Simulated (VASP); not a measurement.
# Na (P6_3/mmc) in VASP: a series of runs, part 2 of 3

VASP 6.6.1.

## (4) Electric field gradients, PBEsol (37.06 Å³/atom)

This run uses another cell than the first one, of 37.06 Å³/atom.

INCAR reads:

```
SYSTEM = Na
ALGO = Normal
EDIFF = 1E-8
ENCUT = 520
GGA = PS
ISIF = 2
ISMEAR = -1
LASPH = .True.
LCHARG = .False.
LEFG = .True.
LREAL = .False.
LWAVE = .False.
NBANDS = 14
NELM = 80
PREC = Accurate
SIGMA = 0.05
```

KPOINTS reads:

```
k-points
0
Gamma
  13 13 7
  0 0 0
```

POSCAR reads:

```
Na
1.0
    3.7417183499      0.0000000000      0.0000000000
   -1.8708591750      3.2404231448      0.0000000000
    0.0000000000      0.0000000000      6.1126967421
Na
2
Direct
    0.3333333333      0.6666666667      0.2500000000
    0.6666666667      0.3333333333      0.7500000000
```

Potentials or basis: VASP PAW PBE potentials, release 64 (Na_pv).

Started as:

```console
cat potpaw_PBE.64/Na_pv/POTCAR > POTCAR
mpirun -np 1 vasp_std > vasp.out
```

OUTCAR:

```text
SYSTEM = Na
   EDIFF = 1E-8
   ENCUT = 520
   GGA = PS
   ISIF = 2
   ISMEAR = -1
   LASPH = .True.
   LREAL = .False.
   NELM = 80
   PREC = Accurate

 ion  position               nearest neighbor table
   1  0.333  0.667  0.250-
   2  0.667  0.333  0.750-

  LATTYP: Found a hexagonal cell.
 ALAT       =     3.7417183499
 C/A-ratio  =     1.6336603054

  Lattice vectors:

 A1 = (   3.7417183499,   0.0000000000,   0.0000000000)
 A2 = (  -1.8708591750,   3.2404231448,   0.0000000000)
 A3 = (   0.0000000000,   0.0000000000,   6.1126967421)

Analysis of symmetry for initial positions (statically):
=====================================================================
 Subroutine PRICEL returns:
 Original cell was already a primitive cell.

 Routine SETGRP: Setting up the symmetry group for a
 hexagonal supercell.

 Subroutine GETGRP returns: Found 24 space group operations
 (whereof 12 operations were pure point group operations)
 out of a pool of 24 trial point group operations.

The static configuration has the point symmetry D_3d.
 The point group associated with its full space group is D_6h.

Analysis of symmetry for dynamics (positions and initial velocities):
=====================================================================
 Subroutine PRICEL returns:
 Original cell was already a primitive cell.

 Routine SETGRP: Setting up the symmetry group for a
 hexagonal supercell.

 Subroutine GETGRP returns: Found 24 space group operations
 (whereof 12 operations were pure point group operations)
 out of a pool of 24 trial point group operations.

[... 167 lines left out ...]
     10      10.2891      0.00000
     11      10.2891      0.00000
     12      10.6577      0.00000
     13      10.6577      0.00000
     14      10.7809      0.00000
[... 377 lines left out ...]
      1     -24.5048      2.00000
      2     -24.4841      2.00000
      3     -24.4808      2.00000
      4     -24.4803      2.00000
      5     -24.4751      2.00000
      6     -24.4751      2.00000
      7      -2.5392      2.00000
      8       0.3248      0.74314
      9       2.5877      0.00000
     10       7.0934      0.00000
     11       8.9644      0.00000
     12       9.0379      0.00000
     13       9.8617      0.00000
     14      10.8696      0.00000

 [... further k-points ...]
[... 5 lines left out ...]
  --------------------------------------------------------------------------------------
  -------------------------------------------------------------------------------------
  Total       -0.0834901     -0.0834901     -0.0239904      0.0000000     -0.0000000      0.0000000
  in kB       -1.8048442     -1.8048442     -0.5186108      0.0000000     -0.0000000      0.0000000
  external PRESSURE =      -1.3760997 kB  Pullay stress =       0.0000000 kB

 VOLUME and BASIS-vectors are now :
 -----------------------------------------------------------------------------
  energy-cutoff  :      520.00
  volume of cell :       74.11
      direct lattice vectors                 reciprocal lattice vectors
     3.741718350  0.000000000  0.000000000     0.267256887  0.154300836  0.000000000
    -1.870859175  3.240423145  0.000000000     0.000000000  0.308601672  0.000000000
     0.000000000  0.000000000  6.112696742     0.000000000  0.000000000  0.163593916

 POSITION                                       TOTAL-FORCE (eV/Angst)
 -----------------------------------------------------------------------------------
     -0.00000      2.16028      1.52817        -0.000000      0.000000      0.000000
      1.87086      1.08014      4.58452         0.000000     -0.000000      0.000000
 -----------------------------------------------------------------------------------
    total drift:                               -0.000000      0.000000     -0.000000

  FREE ENERGIE OF THE ION-ELECTRON SYSTEM (eV)
  ---------------------------------------------------
  free  energy   TOTEN  =        -2.8015772834 eV

  energy  without entropy=       -2.7938069979  energy(sigma->0) =       -2.79769214

 Electric field gradients (V/A^2)
---------------------------------------------------------------------
 ion       V_xx      V_yy      V_zz      V_xy      V_xz      V_yz
---------------------------------------------------------------------
   1       0.130     0.133    -0.264     0.003     0.000    -0.000
   2       0.130     0.133    -0.264     0.003    -0.000     0.000
---------------------------------------------------------------------

 Electric field gradients after diagonalization (V/A^2)
 (convention: |V_zz| > |V_xx| > |V_yy|)
----------------------------------------------------------------------
 ion       V_xx      V_yy      V_zz     asymmetry (V_yy - V_xx)/ V_zz
----------------------------------------------------------------------
   1       0.135     0.129    -0.264       0.024
   2       0.135     0.129    -0.264       0.024
----------------------------------------------------------------------

           NMR quadrupolar parameters

 Cq : quadrupolar parameter    Cq=e*Q*V_zz/h
 eta: asymmetry parameters     (V_yy - V_xx)/ V_zz
 Q  : nuclear electric quadrupole moment in mb (millibarn)
----------------------------------------------------------------------
 ion       Cq(MHz)       eta       Q (mb)
----------------------------------------------------------------------
   1      -0.001       0.024       1.000
   2      -0.001       0.024       1.000
----------------------------------------------------------------------
```

OSZICAR:

```text
N       E                     dE             d eps       ncg     rms          rms(c)
DAV:   1     0.100696518346E+03    0.10070E+03   -0.76535E+03  2360   0.957E+02
DAV:   2     0.124680299321E+01   -0.99450E+02   -0.98403E+02  2490   0.276E+02
DAV:   3    -0.274902930451E+01   -0.39958E+01   -0.39927E+01  3000   0.635E+01
DAV:   4    -0.280469412358E+01   -0.55665E-01   -0.55663E-01  2682   0.811E+00
DAV:   5    -0.280594783691E+01   -0.12537E-02   -0.12537E-02  3042   0.124E+00    0.330E-01
DAV:   6    -0.280265888122E+01    0.32890E-02   -0.47756E-03  2886   0.107E+00    0.200E-01
DAV:   7    -0.280166821365E+01    0.99067E-03   -0.42571E-03  2964   0.875E-01    0.650E-02
DAV:   8    -0.280157659362E+01    0.91620E-04   -0.45949E-04  3000   0.381E-01    0.396E-03
DAV:   9    -0.280157727425E+01   -0.68063E-06   -0.51186E-06  2892   0.284E-02    0.163E-03
DAV:  10    -0.280157726343E+01    0.10826E-07   -0.28628E-07  2940   0.772E-03    0.208E-04
DAV:  11    -0.280157727574E+01   -0.12318E-07   -0.16904E-08  1814   0.187E-03    0.131E-04
DAV:  12    -0.280157728338E+01   -0.76313E-08   -0.52555E-09  1560   0.125E-03
   1 F= -.28015773E+01 E0= -.27976921E+01  d E =-.777029E-02
```

stdout:

```text
POSCAR found type information on POSCAR Na
 POSCAR found :  1 types and       2 ions
 scaLAPACK will be used
 -----------------------------------------------------------------------------
|                                                                             |
|                                                                             |
|     You enforced a specific xc type in the INCAR file but a different       |
|     I HOPE YOU KNOW WHAT YOU ARE DOING!                                     |
|                                                                             |
 -----------------------------------------------------------------------------

 LDA part: xc-table for (Slater+PW92), standard interpolation
 POSCAR, INCAR and KPOINTS ok, starting setup
 FFT: planning ... GRIDC
 FFT: planning ... GRID_SOFT
 FFT: planning ... GRID
 WAVECAR not read
 entering main loop
ion   1

ion   2
```

It took 44 s on 1 thread of Intel Xeon Platinum 8488C (Sapphire Rapids), shared host; peak memory 0.21 GiB.

Results:

| Quantity | Value |
| --- | --- |
| Free energy | -2.8016 eV |
| Pressure | -0.1 GPa |
| Band gap on the k mesh | zero (bands 7 and 8 overlap by 3.37 eV) |
| Largest electric field gradient by atom | Na -0.26 V/Å² |

Stress tensor (GPa, compression positive):
```
-0.18  0.00  0.00
 0.00 -0.18  0.00
 0.00  0.00 -0.05
```

Caveat: without QUAD_EFG the Cq values of the log hold for a quadrupole moment of 1 mb, not for the nuclei; the PAW data sets were made with another functional, which shifts forces and pressure a little.

## (5) Electric field gradients, PBEsol (37.44 Å³/atom)

This run uses another cell than the first one, of 37.44 Å³/atom.

INCAR reads:

```
PREC = Accurate
ENCUT = 520
EDIFF = 1E-8
ISMEAR = -1
SIGMA = 0.05
LREAL = False
LASPH = True
NELM = 100
ALGO = Normal
ISIF = 2
LWAVE = False
LCHARG = False
GGA = PS
LEFG = True
NBANDS = 14
```

KPOINTS reads:

```
Automatic mesh
0
Gamma
  13 13 7
```

POSCAR reads:

```
Na
1.0
    3.7544022380      0.0000000000      0.0000000000
   -1.8772011190      3.2514077141      0.0000000000
    0.0000000000      0.0000000000      6.1334179065
Na
2
Direct
    0.3333333333      0.6666666667      0.2500000000
    0.6666666667      0.3333333333      0.7500000000
```

Potentials or basis: VASP PAW PBE potentials, release 64 (Na_pv).

Started as:

```console
cat potpaw_PBE.64/Na_pv/POTCAR > POTCAR
mpirun -np 1 vasp_std > vasp.out
```

OUTCAR:

```text
PREC = Accurate
   ENCUT = 520
   EDIFF = 1E-8
   ISMEAR = -1
   LREAL = False
   LASPH = True
   NELM = 100
   ISIF = 2
   GGA = PS

 ion  position               nearest neighbor table
   1  0.333  0.667  0.250-
   2  0.667  0.333  0.750-

  LATTYP: Found a hexagonal cell.
 ALAT       =     3.7544022380
 C/A-ratio  =     1.6336603053

  Lattice vectors:

 A1 = (   3.7544022380,   0.0000000000,   0.0000000000)
 A2 = (  -1.8772011190,   3.2514077141,   0.0000000000)
 A3 = (   0.0000000000,   0.0000000000,   6.1334179065)

Analysis of symmetry for initial positions (statically):
=====================================================================
 Subroutine PRICEL returns:
 Original cell was already a primitive cell.

 Routine SETGRP: Setting up the symmetry group for a
 hexagonal supercell.

 Subroutine GETGRP returns: Found 24 space group operations
 (whereof 12 operations were pure point group operations)
 out of a pool of 24 trial point group operations.

The static configuration has the point symmetry D_3d.
 The point group associated with its full space group is D_6h.

Analysis of symmetry for dynamics (positions and initial velocities):
=====================================================================
 Subroutine PRICEL returns:
 Original cell was already a primitive cell.

 Routine SETGRP: Setting up the symmetry group for a
 hexagonal supercell.

 Subroutine GETGRP returns: Found 24 space group operations
 (whereof 12 operations were pure point group operations)
 out of a pool of 24 trial point group operations.

The dynamic configuration has the point symmetry D_3d.
 The point group associated with its full space group is D_6h.
[... 166 lines left out ...]
     11      10.2038      0.00000
     12      10.5600      0.00000
     13      10.5600      0.00000
     14      10.6950      0.00000
[... 377 lines left out ...]
      1     -24.5403      2.00000
      2     -24.5204      2.00000
      3     -24.5172      2.00000
      4     -24.5168      2.00000
      5     -24.5118      2.00000
      6     -24.5117      2.00000
      7      -2.5494      2.00000
      8       0.2961      0.74417
      9       2.5439      0.00000
     10       7.0228      0.00000
     11       8.8795      0.00000
     12       8.9602      0.00000
     13       9.7755      0.00000
     14      10.7733      0.00000

 [... further k-points ...]
[... 5 lines left out ...]
  --------------------------------------------------------------------------------------
  -------------------------------------------------------------------------------------
  Total       -0.1181790     -0.1181790     -0.0596195      0.0000000      0.0000000      0.0000000
  in kB       -2.5289259     -2.5289259     -1.2758035      0.0000000      0.0000000      0.0000000
  external PRESSURE =      -2.1112184 kB  Pullay stress =       0.0000000 kB

 VOLUME and BASIS-vectors are now :
 -----------------------------------------------------------------------------
  energy-cutoff  :      520.00
  volume of cell :       74.87
      direct lattice vectors                 reciprocal lattice vectors
     3.754402238  0.000000000  0.000000000     0.266353986  0.153779545  0.000000000
    -1.877201119  3.251407714  0.000000000     0.000000000  0.307559091  0.000000000
     0.000000000  0.000000000  6.133417907     0.000000000  0.000000000  0.163041230

 POSITION                                       TOTAL-FORCE (eV/Angst)
 -----------------------------------------------------------------------------------
     -0.00000      2.16761      1.53335        -0.000000      0.000000      0.000000
      1.87720      1.08380      4.60006         0.000000     -0.000000      0.000000
 -----------------------------------------------------------------------------------
    total drift:                                0.000000     -0.000000      0.000000

  FREE ENERGIE OF THE ION-ELECTRON SYSTEM (eV)
  ---------------------------------------------------
  free  energy   TOTEN  =        -2.8007796662 eV

  energy  without entropy=       -2.7929536181  energy(sigma->0) =       -2.79686664

 Electric field gradients (V/A^2)
---------------------------------------------------------------------
 ion       V_xx      V_yy      V_zz      V_xy      V_xz      V_yz
---------------------------------------------------------------------
   1       0.128     0.131    -0.259     0.002    -0.000     0.000
   2       0.128     0.131    -0.259     0.002     0.000    -0.000
---------------------------------------------------------------------

 Electric field gradients after diagonalization (V/A^2)
 (convention: |V_zz| > |V_xx| > |V_yy|)
----------------------------------------------------------------------
 ion       V_xx      V_yy      V_zz     asymmetry (V_yy - V_xx)/ V_zz
----------------------------------------------------------------------
   1       0.132     0.127    -0.259       0.022
   2       0.132     0.127    -0.259       0.022
----------------------------------------------------------------------

           NMR quadrupolar parameters

 Cq : quadrupolar parameter    Cq=e*Q*V_zz/h
 eta: asymmetry parameters     (V_yy - V_xx)/ V_zz
 Q  : nuclear electric quadrupole moment in mb (millibarn)
----------------------------------------------------------------------
 ion       Cq(MHz)       eta       Q (mb)
----------------------------------------------------------------------
   1      -0.001       0.022       1.000
   2      -0.001       0.022       1.000
----------------------------------------------------------------------
```

OSZICAR:

```text
N       E                     dE             d eps       ncg     rms          rms(c)
DAV:   1     0.101600558501E+03    0.10160E+03   -0.75213E+03  2352   0.949E+02
DAV:   2     0.123661619451E+01   -0.10036E+03   -0.99221E+02  2466   0.277E+02
DAV:   3    -0.274882487202E+01   -0.39854E+01   -0.39824E+01  2958   0.633E+01
DAV:   4    -0.280381182513E+01   -0.54987E-01   -0.54985E-01  2652   0.804E+00
DAV:   5    -0.280504891709E+01   -0.12371E-02   -0.12371E-02  3006   0.123E+00    0.328E-01
DAV:   6    -0.280182188781E+01    0.32270E-02   -0.47822E-03  2874   0.107E+00    0.200E-01
DAV:   7    -0.280086978002E+01    0.95211E-03   -0.42451E-03  2976   0.873E-01    0.651E-02
DAV:   8    -0.280077890217E+01    0.90878E-04   -0.45588E-04  3030   0.379E-01    0.391E-03
DAV:   9    -0.280077963571E+01   -0.73354E-06   -0.48654E-06  2880   0.271E-02    0.161E-03
DAV:  10    -0.280077964954E+01   -0.13834E-07   -0.26463E-07  2928   0.733E-03    0.215E-04
DAV:  11    -0.280077966011E+01   -0.10567E-07   -0.17246E-08  1818   0.192E-03    0.134E-04
DAV:  12    -0.280077966622E+01   -0.61084E-08   -0.53589E-09  1536   0.127E-03
   1 F= -.28007797E+01 E0= -.27968666E+01  d E =-.782605E-02
```

It took 42 s on 1 thread of Intel Xeon Platinum 8488C (Sapphire Rapids), shared host; peak memory 0.21 GiB.

What came out:

```
Free energy                             : -2.8008 eV
Pressure                                : -0.2 GPa
Band gap on the k mesh                  : zero (bands 7 and 8 overlap by 3.35 eV)
Largest electric field gradient by atom : Na -0.26 V/Å²
```

Stress tensor (GPa, compression positive):
```
-0.25  0.00  0.00
 0.00 -0.25  0.00
 0.00  0.00 -0.13
```

Levels at points of the mesh, in eV from the Fermi level:
```
           k point  band 4  band 5  band 6  band 7  band 8  band 9  band 10  band 11
(0.00, 0.00, 0.00)  -24.78  -24.78  -24.78   -3.25    0.55    0.96     9.93     9.93
```

Caveat: without QUAD_EFG the Cq values of the log hold for a quadrupole moment of 1 mb, not for the nuclei; the PAW data sets were made with another functional, which shifts forces and pressure a little.

(Part 2 of 3 ends here.)
